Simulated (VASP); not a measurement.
# TiO2: single point with r2SCAN

Crystal: TiO2.

```
CELL_PARAMETERS angstrom
4.73476 0.00000 0.00000
0.00000 4.73476 0.00000
0.00000 0.00000 2.90491
ATOMIC_POSITIONS crystal
Ti 0.00000 0.00000 0.00000
Ti 0.50000 0.50000 0.50000
O 0.30682 0.30682 0.00000
O 0.19318 0.80682 0.50000
O 0.80682 0.19318 0.50000
O 0.69318 0.69318 0.00000
```

This cell differs from its parent crystal: epitaxial xy strain +3.0%.

```json
{"Program": "VASP 6.6.1", "Task": "single point", "Functional": "r2SCAN", "Potentials or basis": "VASP PAW PBE potentials, release 64 (Ti_sv, O)", "Cutoff": "520 eV", "k mesh": "6 × 6 × 8", "Occupations": "gaussian, width 0.01 eV", "Spin": "no spin polarisation", "Dipole correction": "no", "Further INCAR settings": "ALGO = Normal; EDIFF = 1e-07; NBANDS = 33"}
```

| Item | Value |
| --- | --- |
| Pressure | -5.6 GPa |
| Largest force | 0.063 eV/Å |
| Band gap on the k mesh | 2.31 eV |

Forces in eV/Å, atoms in the order of the input:
```
Ti   0.000  0.000  0.000
Ti   0.000  0.000  0.000
O   -0.045 -0.045  0.000
O    0.045 -0.045  0.000
O   -0.045  0.045  0.000
O    0.045  0.045  0.000
```

Stress tensor (GPa, compression positive):
```
-9.19  0.00  0.00
 0.00 -9.19  0.00
 0.00  0.00  1.70
```

Levels at points of the mesh, in eV from the valence-band top:
```
           k point  band 22  band 23  band 24  band 25  band 26  band 27
(0.00, 0.00, 0.00)    -0.37    -0.37     0.00     2.31     2.60     3.07
(0.50, 0.00, 0.00)    -1.24    -0.65    -0.65     2.97     2.97     3.46
(0.50, 0.50, 0.00)    -1.01    -0.97    -0.97     2.33     2.33     3.08
(0.00, 0.00, 0.50)    -1.93    -1.38    -1.38     3.28     3.28     3.92
(0.50, 0.00, 0.50)    -1.92    -0.89    -0.89     2.40     2.40     3.92
(0.50, 0.50, 0.50)    -1.03    -0.67    -0.67     2.99     2.99     3.64
```

It took 7.5 min on 1 thread of Intel Xeon 8259CL (shared host), peak memory 0.23 GiB.

Caveat: the cell differs from its parent crystal (epitaxial xy strain +3.0%); the stress differs along the axes, from -9 to 2 GPa; the structure was generated, so it needn't be the stable form of TiO2; the PAW data sets were made with another functional, which shifts forces and pressure a little. A k mesh can miss the band edges.
